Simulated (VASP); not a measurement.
# Ta4O: single point with PBE

Crystal: Ta4O.

```xyz
5
Lattice="5.3811 0.0000 0.0000 -2.6905 4.6601 0.0000 0.0000 0.0000 3.7838" Properties=species:S:1:pos:R:3 pbc="T T T"
Ta    2.6905    0.0000    1.8919
Ta   -1.3453    2.3301    1.8919
Ta    1.3453    2.3301    1.8919
Ta    0.0000    0.0000    0.0000
O     0.0000    0.0000    1.8919
```

```
Program                : VASP 6.6.1
Task                   : single point
Functional             : PBE
Potentials or basis    : VASP PAW PBE potentials, release 64 (Ta_pv, O)
Cutoff                 : 520 eV
k mesh                 : 6 × 6 × 6
Occupations            : gaussian, width 0.1 eV
Spin                   : no spin polarisation
Dipole correction      : no
Further INCAR settings : ALGO = Normal; EDIFF = 1e-07; NBANDS = 33
```

```json
{
  "Pressure": "0.3 GPa",
  "Band gap on the k mesh": "zero (band 25 reaches 5.86 eV, above the bottom of band 26 at 3.94 eV)"
}
```

Stress tensor (GPa, compression positive):
```
0.14 0.00 0.00
0.00 0.14 0.00
0.00 0.00 0.58
```

Levels at points of the mesh, in eV from the Fermi level:
```
           k point  band 23  band 24  band 25  band 26  band 27  band 28
(0.00, 0.00, 0.00)    -1.59    -1.19    -0.69    -0.69     2.23     2.30
(0.50, 0.00, 0.00)    -0.92    -0.72    -0.64    -0.28     0.02     0.53
(0.00, 0.00, 0.50)    -1.90    -1.76    -0.02    -0.02     1.97     3.06
(0.50, 0.00, 0.50)    -0.79    -0.57     0.36     0.44     1.22     1.48
```

Run time: 81 s on 1 thread of Intel(R) Xeon(R) Platinum 8259CL CPU @ 2.50GHz (Skylake/Cascade Lake), on a shared host, peak memory 0.24 GiB.

Caveat: spin-orbit coupling is left out, which moves the levels of the heavy elements.
